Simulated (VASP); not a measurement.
# AgCl (Fm-3m) in VASP: a series of runs

Aim: see how the results for AgCl move with the level of theory and the settings. Levels: PBE, r2SCAN. Tasks: relaxation of cell and atoms.

Program: VASP 6.6.1. These are calculated values, not measurements. Logs are shortened: lines on timing, memory, paths and dates and some standing lists are left out, and cuts for length are marked.

## 1. The cell of the first run

Symmetry: Fm-3m, No. 225, cubic system. Conventional cell: a = 5.049 Å, b = 5.049 Å, c = 5.049 Å, α = 90.00°, β = 90.00°, γ = 90.00°. Within 3.3 Å of Ag (site symmetry m-3m) lie 6 Cl at 2.52 Å. Within 3.3 Å of Cl (site symmetry m-3m) lie 6 Ag at 2.52 Å.

## 2. Relaxation of cell and atoms, PBE

INCAR

```
SYSTEM = AgCl
ALGO = Normal
EDIFF = 1E-7
EDIFFG = -0.005
ENCUT = 600
GGA = PE
IBRION = 2
ISIF = 3
ISMEAR = -1
LASPH = .TRUE.
LCHARG = .FALSE.
LREAL = .FALSE.
LWAVE = .FALSE.
NELM = 100
NSW = 80
PREC = Accurate
SIGMA = 0.02
```

KPOINTS

```
k-points
0
G
  8 8 8
  0 0 0
```

POSCAR

```
AgCl
1.0
    0.0000000000      2.5244510000      2.5244510000
    2.5244510000      0.0000000000      2.5244510000
    2.5244510000      2.5244510000      0.0000000000
Ag Cl
1 1
Direct
    0.0000000000      0.0000000000      0.0000000000
    0.5000000000      0.5000000000      0.5000000000
```

Potentials or basis: VASP PAW PBE potentials, release 64 (Ag, Cl).

Command:

```console
> cat potpaw_PBE.64/Ag/POTCAR potpaw_PBE.64/Cl/POTCAR > POTCAR
> mpirun -np 1 vasp_std > vasp.out
```

OUTCAR:

```text
SYSTEM = AgCl
   EDIFF = 1E-7
   EDIFFG = -0.005
   ENCUT = 600
   GGA = PE
   IBRION = 2
   ISIF = 3
   ISMEAR = -1
   LASPH = .TRUE.
   LREAL = .FALSE.
   NELM = 100
   NSW = 80
   PREC = Accurate

 ion  position               nearest neighbor table
   1  0.000  0.000  0.000-   2 2.52   2 2.52   2 2.52   2 2.52   2 2.52   2 2.52
   2  0.500  0.500  0.500-   1 2.52   1 2.52   1 2.52   1 2.52   1 2.52   1 2.52

  LATTYP: Found a face centered cubic cell.
 ALAT       =     5.0489020000

  Lattice vectors:

 A1 = (   0.0000000000,   2.5244510000,   2.5244510000)
 A2 = (   2.5244510000,   0.0000000000,   2.5244510000)
 A3 = (   2.5244510000,   2.5244510000,   0.0000000000)

Analysis of symmetry for initial positions (statically):
=====================================================================
 Subroutine PRICEL returns:
 Original cell was already a primitive cell.

 Routine SETGRP: Setting up the symmetry group for a
 face centered cubic supercell.

 Subroutine GETGRP returns: Found 48 space group operations
 (whereof 48 operations were pure point group operations)
 out of a pool of 48 trial point group operations.

The static configuration has the point symmetry O_h .

Analysis of symmetry for dynamics (positions and initial velocities):
=====================================================================
 Subroutine PRICEL returns:
 Original cell was already a primitive cell.

 Routine SETGRP: Setting up the symmetry group for a
 face centered cubic supercell.

 Subroutine GETGRP returns: Found 48 space group operations
 (whereof 48 operations were pure point group operations)
 out of a pool of 48 trial point group operations.

The dynamic configuration has the point symmetry O_h .

 Subroutine INISYM returns: Found 48 space group operations
 (whereof 48 operations are pure point group operations),
 and found     1 'primitive' translations

----------------------------------------------------------------------------------------

                                     Primitive cell

  volume of cell :      32.1759

  direct lattice vectors                    reciprocal lattice vectors
     0.000000000  2.524451000  2.524451000    -0.198062866  0.198062866  0.198062866
     2.524451000  0.000000000  2.524451000     0.198062866 -0.198062866  0.198062866
     2.524451000  2.524451000  0.000000000     0.198062866  0.198062866 -0.198062866

  length of vectors
     3.570112842  3.570112842  3.570112842     0.343054947  0.343054947  0.343054947

  position of ions in fractional coordinates (direct lattice)
     0.000000000  0.000000000  0.000000000
     0.500000000  0.500000000  0.500000000

  ion indices of the primitive-cell ions
   primitive index   ion index
                 1           1
                 2           2

----------------------------------------------------------------------------------------

 KPOINTS: k-points

Automatic generation of k-mesh.
 Grid dimensions read from file:
 generate k-points for:    8    8    8

 Generating k-lattice:

  Cartesian coordinates                     Fractional coordinates (reciprocal lattice)
    -0.024757858  0.024757858  0.024757858     0.125000000  0.000000000  0.000000000
     0.024757858 -0.024757858  0.024757858     0.000000000  0.125000000  0.000000000
     0.024757858  0.024757858 -0.024757858     0.000000000  0.000000000  0.125000000

  Length of vectors
     0.042881868  0.042881868  0.042881868

  Shift w.r.t. Gamma in fractional coordinates (k-lattice)
     0.000000000  0.000000000  0.000000000

 Subroutine IBZKPT returns following result:
 ===========================================

 Found     29 irreducible k-points:

 Following reciprocal coordinates:
            Coordinates               Weight
  0.000000  0.000000  0.000000      1.000000
  0.125000  0.000000  0.000000      8.000000
  0.250000  0.000000  0.000000      8.000000
  0.375000  0.000000  0.000000      8.000000
  0.500000  0.000000  0.000000      4.000000
  0.125000  0.125000  0.000000      6.000000
[... 16 lines left out ...]
  0.500000  0.250000  0.125000     48.000000
 -0.375000  0.250000  0.125000     24.000000
 [... further k-points ...]
   k-points           NKPTS =     29   k-points in BZ     NKDIM =     29   number of bands    NBANDS=     13
   number of dos      NEDOS =    301   number of ions     NIONS =      2
   total plane-waves  NPLWV =  27000
   dimension x,y,z NGX =    30 NGY =   30 NGZ =   30
   dimension x,y,z NGXF=    60 NGYF=   60 NGZF=   60
   ions per type =               1   1
   NGX,Y,Z   is equivalent  to a cutoff of  13.97, 13.97, 13.97 a.u.
   NGXF,Y,Z  is equivalent  to a cutoff of  27.94, 27.94, 27.94 a.u.
 SYSTEM =  AgCl
   PREC   = accura    normal or accurate (medium, high low for compatibility)
   ISTART =      0    job   : 0-new  1-cont  2-samecut
   ICHARG =      2    charge: 1-file 2-atom 10-const
   ISPIN  =      1    spin polarized calculation?
   LNONCOLLINEAR =      F non collinear calculations
   LSORBIT =      F    spin-orbit coupling
   LASPH  =      T    aspherical Exc in radial PAW
   ENCUT  =  600.0 eV  44.10 Ry    6.64 a.u.   7.13  7.13  7.13*2*pi/ulx,y,z
   NELM   =    100;   NELMIN=  2; NELMDL= -5     # of ELM steps
   EDIFF  = 0.1E-06   stopping-criterion for ELM
   LREAL  =      F    real-space projection
   EDIFFG = -.5E-02   stopping-criterion for IOM
   NSW    =     80    number of steps for IOM
   IBRION =      2    ionic relax: 0-MD 1-quasi-New 2-CG
   NFREE  =      1    steps in history (QN), initial steepest desc. (CG)
   ISIF   =      3    stress and relaxation
   ISYM   =      2    0-nonsym 1-usesym 2-fastsym
   POTIM  = 0.5000    time-step for ionic-motion
   TEBEG  =    0.0;   TEEND  =   0.0 temperature during run
   PSTRESS=    0.0 pullay stress
   NELECT =      18.0000    total number of electrons
   NUPDOWN=      -1.0000    fix difference up-down
   EMIN   =  10.00;   EMAX   =-10.00  energy-range for DOS
   EFERMI =   0.00;   METHOD = LEGACY
   ISMEAR =    -1;   SIGMA  =   0.02  broadening in eV -4-tet -1-fermi 0-gaus
   EFERMI_NEDOS =   21; number of points for ismear=-14 and -15
   IALGO  =     38    algorithm
   IMIX   =      4    mixing-type and parameters
     AMIX     =   0.40;   BMIX     =  1.00
     AMIX_MAG =   1.60;   BMIX_MAG =  1.00
  volume/ion in A,a.u.               =      16.09       108.57
  Fermi-wavevector in a.u.,A,eV,Ry     =   1.348928  2.549104 24.757247  1.819606
  Thomas-Fermi vector in A             =   2.476557
   LORBIT       =      0    0 simple, 1 ext, 2 COOP (PROOUT), +10 PAW based schemes
   GGA     = PE    functional components
   LHFCALC =     F    Hartree Fock is set to
   AEXX    =    0.0000 exact exchange contribution
   IVDW    =     0    specifies the selected vdW correction
   LEPSILON=     F    determine dielectric tensor
   LRPA    =     F    only Hartree local field effects (RPA)
 conjugate gradient relaxation of ions
 non-spin polarized calculation
  energy-cutoff  :      600.00
  volume of cell :       32.18
 maximum number of plane-waves:      1090
 NGX is ok and might be reduce to    30
   NGX = 15   NGY = 15   NGZ = 15

--------------------------------------- Ionic step        1  -------------------------------------------

 number of electron      18.0000000 magnetization

 Free energy of the ion-electron system (eV)
  ---------------------------------------------------
  ext. energy  EPLUGINS =         0.00000000
  ---------------------------------------------------
  free energy    TOTEN  =        -4.58349316 eV

  energy without entropy =       -4.58349316  energy(sigma->0) =       -4.58349316

 E-fermi :   8.4091     XC(G=0): -11.5101

 val. band max:        8.0044785867   @ k =   0.5000   0.0000   0.0000
 cond. band min:       9.0587959969   @ k =   0.0000   0.0000   0.0000
 fundamental gap:      1.0543174102
 Fermi energy:         8.4091300209

 k-point     1 :       0.0000    0.0000    0.0000
  band No.  band energies     occupation
      1      -9.4330      2.00000
      2       4.0177      2.00000
      3       4.0177      2.00000
      4       4.0177      2.00000
      5       4.0837      2.00000
      6       4.0837      2.00000
      7       4.3746      2.00000
      8       4.3746      2.00000
      9       4.3746      2.00000
     10       9.0588      0.00000
     11      18.6864      0.00000
     12      18.6864      0.00000
     13      18.6864      0.00000
[... 469 lines left out ...]
  FREE ENERGIE OF THE ION-ELECTRON SYSTEM (eV)
  ---------------------------------------------------
  free  energy   TOTEN  =        -5.3946122228 eV

  energy  without entropy=       -5.3946122228  energy(sigma->0) =       -5.39461222

[... ionic steps 4 to 17 ...]

--------------------------------------- Ionic step       18  -------------------------------------------

 number of electron      17.9999997 magnetization

------------------------ aborting loop because EDIFF is reached ----------------------------------------

  FORCE on cell =-STRESS in cart. coord.  units (eV):
  Direction    XX          YY          ZZ          XY          YZ          ZX
  --------------------------------------------------------------------------------------
  -------------------------------------------------------------------------------------
  Total        0.0325829      0.0325829      0.0325829      0.0000000      0.0000000      0.0000000
  in kB        1.1884123      1.1884123      1.1884123      0.0000000      0.0000000      0.0000000
  external PRESSURE =       1.1884123 kB  Pullay stress =       0.0000000 kB
[... 57 lines left out ...]
  energy  without entropy=       -5.3954400228  energy(sigma->0) =       -5.39544002

--------------------------------------- Ionic step       20  -------------------------------------------

 number of electron      17.9999996 magnetization

 Free energy of the ion-electron system (eV)
  ---------------------------------------------------
  ext. energy  EPLUGINS =         0.00000000
  ---------------------------------------------------
  free energy    TOTEN  =        -5.39546267 eV

  energy without entropy =       -5.39546267  energy(sigma->0) =       -5.39546267

 E-fermi :   3.8495     XC(G=0):  -9.8009

 val. band max:        3.4249607180   @ k =   0.5000   0.0000   0.0000
 cond. band min:       4.3436266866   @ k =   0.0000   0.0000   0.0000
 fundamental gap:      0.9186659686
 Fermi energy:         3.8494948431

 k-point     1 :       0.0000    0.0000    0.0000
  band No.  band energies     occupation
      1     -11.5165      2.00000
      2       1.1079      2.00000
      3       1.1079      2.00000
      4       1.1079      2.00000
      5       1.1473      2.00000
      6       1.1473      2.00000
      7       1.2316      2.00000
      8       1.2316      2.00000
      9       1.2316      2.00000
     10       4.3436      0.00000
     11      14.2925      0.00000
     12      14.2925      0.00000
     13      14.2925      0.00000
[... 397 lines left out ...]
  FREE ENERGIE OF THE ION-ELECTRON SYSTEM (eV)
  ---------------------------------------------------
  free  energy   TOTEN  =        -5.3954626684 eV

  energy  without entropy=       -5.3954626684  energy(sigma->0) =       -5.39546267

 reached required accuracy - stopping structural energy minimisation
```

Run time: 3.9 min. Hardware: 1 thread of Intel Xeon 8259CL, shared host; peak memory 0.18 GiB.

Results:

- Free energy: -5.3955 eV
- Relaxed volume: 22.01 Å³/atom
- Relaxed cell: a = 3.963 Å, b = 3.963 Å, c = 3.963 Å, α = 60.00°, β = 60.00°, γ = 60.00°
- Space group after relaxing (to 0.1 Å): Fm-3m (No. 225)
- Energy gained by relaxing: 406.0 meV/atom
- Ionic steps: 20
- Pressure after relaxing: 0.0 GPa
- Band gap on the k mesh: 0.92 eV (least direct gap 3.09 eV)

The path:
```
step  energy change (eV)  largest force (eV/Å)  pressure (GPa)  volume (Å³)
   1              0.0000                0.0000           30.34        32.18
   2             -0.7626                0.0000           -3.14        48.55
   3             -0.8111                0.0000            0.53        43.52
   4             -0.8119                0.0000           -0.10        44.16
   5             -0.8119                0.0000            0.15        43.89
   6             -0.8119                0.0000            0.16        43.89
   7             -0.8119                0.0000            0.15        43.90
   8             -0.8119                0.0000            0.15        43.90
   9             -0.8119                0.0000            0.15        43.90
  10             -0.8119                0.0000            0.15        43.90
  11             -0.8119                0.0000            0.15        43.90
  12             -0.8119                0.0000            0.15        43.90
  13             -0.8119                0.0000            0.15        43.90
  14             -0.8119                0.0000            0.15        43.90
  15             -0.8119                0.0000            0.15        43.90
  16             -0.8119                0.0000            0.14        43.90
  17             -0.8119                0.0000            0.13        43.91
  18             -0.8119                0.0000            0.12        43.93
  19             -0.8119                0.0000            0.09        43.96
  20             -0.8120                0.0000            0.03        44.02
```

Final structure:
```cif
data_structure
_symmetry_space_group_name_H-M 'P 1'
_symmetry_Int_Tables_number 1
_cell_length_a 3.9632
_cell_length_b 3.9632
_cell_length_c 3.9632
_cell_angle_alpha 60.000
_cell_angle_beta 60.000
_cell_angle_gamma 60.000
_cell_volume 44.02
loop_
_atom_site_label
_atom_site_type_symbol
_atom_site_fract_x
_atom_site_fract_y
_atom_site_fract_z
_atom_site_occupancy
Ag1 Ag 0.00000 0.00000 0.00000 1
Cl1 Cl 0.50000 0.50000 0.50000 1
```

Caveat: the volume moved by over 15 % at a fixed basis, so the end points are rough. A k mesh can miss the band edges.

## 3. Relaxation of cell and atoms, r2SCAN

This run uses another cell than the first one, of 22.09 Å³/atom.

POSCAR

```
AgCl
1.0
    0.0000000000      2.8057051562      2.8057051562
    2.8057051562      0.0000000000      2.8057051562
    2.8057051562      2.8057051562      0.0000000000
Ag Cl
1 1
Direct
    0.0000000000      0.0000000000      0.0000000000
    0.5000000000      0.5000000000      0.5000000000
```

INCAR.step1

```
ALGO = Normal
EDIFF = 1E-4
ENCUT = 600
GGA = PE
ISMEAR = -1
LASPH = True
LCHARG = False
LREAL = False
LWAVE = True
NELM = 80
PREC = Accurate
SIGMA = 0.02
```

INCAR.step2

```
ALGO = Normal
EDIFF = 1E-6
EDIFFG = -0.005
ENCUT = 600
IBRION = 2
ISIF = 3
ISMEAR = -1
ISTART = 1
LASPH = True
LCHARG = False
LMIXTAU = True
LREAL = False
LWAVE = False
METAGGA = R2SCAN
NELM = 80
NSW = 80
PREC = Accurate
SIGMA = 0.02
```

KPOINTS

```
k-points
0
Gamma
  8 8 8
```

Potentials or basis: VASP PAW PBE potentials, release 64 (Ag, Cl).

Command:

```console
> cat potpaw_PBE.64/Ag/POTCAR potpaw_PBE.64/Cl/POTCAR > POTCAR
> cp INCAR.step1 INCAR
> mpirun -np 1 vasp_std > vasp.out
> cp INCAR.step2 INCAR
> mpirun -np 1 vasp_std > vasp.out
```

It took 4.2 min on 1 thread of Intel Xeon 8259CL, shared host; peak memory 0.21 GiB.

The run converged. Its results:

- Free energy: -28.6445 eV
- Relaxed volume: 21.31 Å³/atom
- Relaxed cell: a = 3.921 Å, b = 3.921 Å, c = 3.921 Å, α = 60.00°, β = 60.00°, γ = 60.00°
- Space group after relaxing (to 0.1 Å): Fm-3m (No. 225)
- Energy gained by relaxing: 4.3 meV/atom
- Ionic steps: 3
- Pressure after relaxing: 0.0 GPa
- Band gap on the k mesh: 1.42 eV (least direct gap 3.70 eV)

Step by step:
```
step  energy change (eV)  largest force (eV/Å)  pressure (GPa)  volume (Å³)
   1              0.0000                0.0000           -1.68        44.17
   2             -0.0085                0.0000           -0.12        42.71
   3             -0.0086                0.0000           -0.02        42.61
```

Final structure:
```yaml
crystal:
  lattice:
    - [0.00000, 2.77224, 2.77224]
    - [2.77224, 0.00000, 2.77224]
    - [2.77224, 2.77224, 0.00000]
  atoms:
    - { symbol: Ag, position: [0.00000, 0.00000, 0.00000] }
    - { symbol: Cl, position: [0.50000, 0.50000, 0.50000] }
```

Levels at points of the mesh, in eV from the valence-band top:
```tsv
k point	band 5	band 6	band 7	band 8	band 9	band 10	band 11	band 12	band 13
(0.00, 0.00, 0.00)	-2.44	-2.44	-2.44	-2.39	-2.39	1.42	11.34	11.34	11.34
(0.50, 0.00, 0.00)	-2.07	-2.07	-1.75	0.00	0.00	4.70	7.17	8.27	8.27
(0.50, 0.50, 0.00)	-2.76	-2.20	-1.96	-1.96	-1.85	2.93	8.35	9.25	12.35
```

Caveat: the PAW data sets were made with another functional, which shifts forces and pressure a little. A k mesh can miss the band edges.
